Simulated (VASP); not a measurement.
Write the native input for VASP 6.6.1 that does the following.

```
Task                   : single point
Functional             : PBEsol
Potentials or basis    : VASP PAW PBE potentials, release 64 (Os)
Cutoff                 : 520 eV
k mesh                 : 6 × 6 × 4
Occupations            : gaussian, width 0.1 eV
Spin                   : no spin polarisation
Dipole correction      : no
Further INCAR settings : ALGO = Normal; EDIFF = 1e-06; NBANDS = 24
```

The structure of Os lies in POSCAR:

```
Os
1.0
    1.5211188047     -4.8253013443      0.0000000000
    1.5211188047      4.8253013443      0.0000000000
    0.0000000000      0.0000000000      4.0256799787
Os
4
Direct
    0.0980000000      0.9020000000      0.9100000000
    0.5980000000      0.4020000000      0.5900000000
    0.9020000000      0.0980000000      0.0900000000
    0.4020000000      0.5980000000      0.4100000000
```

One way to write it, as run:

INCAR

```
SYSTEM = Os
PREC = Accurate
ENCUT = 520
EDIFF = 1E-6
ISMEAR = 0
SIGMA = 0.1
LREAL = .False.
LASPH = .True.
NELM = 80
ALGO = Normal
ISIF = 2
LWAVE = .False.
LCHARG = .False.
GGA = PS
NBANDS = 24
```

KPOINTS

```
Automatic mesh
0
Gamma
  6 6 4
  0 0 0
```

Potentials or basis: VASP PAW PBE potentials, release 64 (Os).

Run with:

```sh
$ cat potpaw_PBE.64/Os/POTCAR > POTCAR
$ mpirun -np 1 vasp_std > vasp.out
```

It gave:

* Pressure: 185.7 GPa
* Largest force: 22.362 eV/Å
* Band gap on the k mesh: zero (band 16 reaches 10.36 eV, above the bottom of band 17 at 8.66 eV)

Caveat: the k points lie up to 0.39 Å⁻¹ apart; the PAW data sets were made with another functional, which shifts forces and pressure a little; spin-orbit coupling is left out, which moves the levels of the heavy elements.

Run time: 24 s on 1 thread of Intel(R) Xeon(R) 6975P-C (Granite Rapids), with other jobs on the host, peak memory 0.22 GiB.
